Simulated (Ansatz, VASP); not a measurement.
Given: the input of a run of Ansatz 0.2.0 on Fe.

Contents of input.yaml:

```yaml
crystal:
  lattice:
    - [-1.4619890197, 1.4619890197, 1.4619890197]
    - [1.4619890197, -1.4619890197, 1.4619890197]
    - [1.4619890197, 1.4619890197, -1.4619890197]
  atoms:
    - { symbol: Fe, position: [0.0, 0.0, 0.0], spin: 3.0 }
kpoints:
  mp_grid: { grid: [13, 13, 13] }
scf:
  occupations: { method: fermi_dirac, width: 0.05 }
hamiltonian:
  xc: lda
  pseudopotentials: { kind: all_electron, lapw: { basis_error: 0.001 } }
magnetization:
  spin_polarized: true
output:
  forces: true
  stress: true
  eigenvalues: true
```

Potentials or basis: all-electron LAPW, scalar-relativistic.

Launch:

```console
$ ansatz run input.yaml --threads 2 --pin off --max-ram 6144MiB --backend cpu --events-out ev --progress --plain --runs-dir out
```

Q: Set up the same calculation for VASP 6.6.1. Potentials there: VASP PAW LDA potentials, release 64 (Fe).

A: As run (the cutoff follows the program's own potentials):

The input INCAR:

```
SYSTEM = Fe
ALGO = Normal
EDIFF = 1E-7
ENCUT = 520
GGA = CA
ISIF = 2
ISMEAR = -1
ISPIN = 2
LASPH = .TRUE.
LCHARG = .TRUE.
LELF = .TRUE.
LMAXMIX = 4
LORBIT = 11
LREAL = .FALSE.
LVHAR = .TRUE.
LWAVE = .FALSE.
MAGMOM = 3
NBANDS = 14
NELM = 150
PREC = Accurate
SIGMA = 0.05
```

File KPOINTS:

```
k-points
0
G
  13 13 13
  0 0 0
```

POSCAR

```
Fe
1.0
   -1.4619890197      1.4619890197      1.4619890197
    1.4619890197     -1.4619890197      1.4619890197
    1.4619890197      1.4619890197     -1.4619890197
Fe
1
Direct
    0.0000000000      0.0000000000      0.0000000000
```

Potentials or basis: VASP PAW LDA potentials, release 64 (Fe).

Run with:

```console
$ cat potpaw_LDA.64/Fe/POTCAR > POTCAR
$ mpirun -np 1 vasp_std > vasp.out
```

Both were run:

|  | VASP | Ansatz | Ansatz less VASP |
| --- | --- | --- | --- |
| gap on the k mesh at the Fermi level (eV) | none | none | - |
| pressure (GPa) | -29.6 | -28.8 | +0.84 |
| net moment per atom (μB) | 2.28 | 2.33 | +0.051 |
| size of the moment on the site where the two differ most (μB) | 2.26 | 2.37 | +0.104 |

LDA's correlation is that of Perdew and Zunger in VASP and of Perdew and Wang (1992) in Ansatz. Site moments also hang on the region over which each program counts them. A gap of «none» marks a metal or a gap that the smearing closes. Both programs put the cell under strong tension, so it lies far from rest at this level. Ansatz ran all-electron here, and VASP with PAW potentials.
